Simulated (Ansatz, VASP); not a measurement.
**Sn in VASP and in Ansatz**

```
CELL_PARAMETERS angstrom
2.75754 0.00000 0.00000
-1.37877 2.38810 0.00000
0.00000 0.00000 4.39142
ATOMIC_POSITIONS crystal
Sn 0.33333 0.66667 0.25000
Sn 0.66667 0.33333 0.75000
```

Alike in both runs: task relaxation of cell and atoms; functional PBEsol; k mesh 9 × 9 × 4; occupations gaussian, width 0.1 eV; no spin polarisation.

```csv
,VASP,Ansatz
version,VASP 6.6.1,Ansatz 0.2.0
potentials or method,"VASP PAW PBE potentials, release 64 (Sn_d), cutoff 600 eV","scalar-relativistic, plane waves, PAW"
valence electrons in the cell,28,28
```

```csv
,VASP,Ansatz,Ansatz less VASP
"gap on the k mesh at the Fermi level, each at its own relaxed structure (eV)",none,none,-
relaxed volume (Å³/atom),26.14,26.19,+0.053
relaxed cell length with the largest relative difference (Å),3.341,3.345,+0.0037
```

VASP's potentials were made for PBE, not for PBEsol. A gap of «none» marks a metal or a gap that the smearing closes.

Noted on VASP's run: the volume moved by over 15 % at a fixed basis, so the end points are rough.
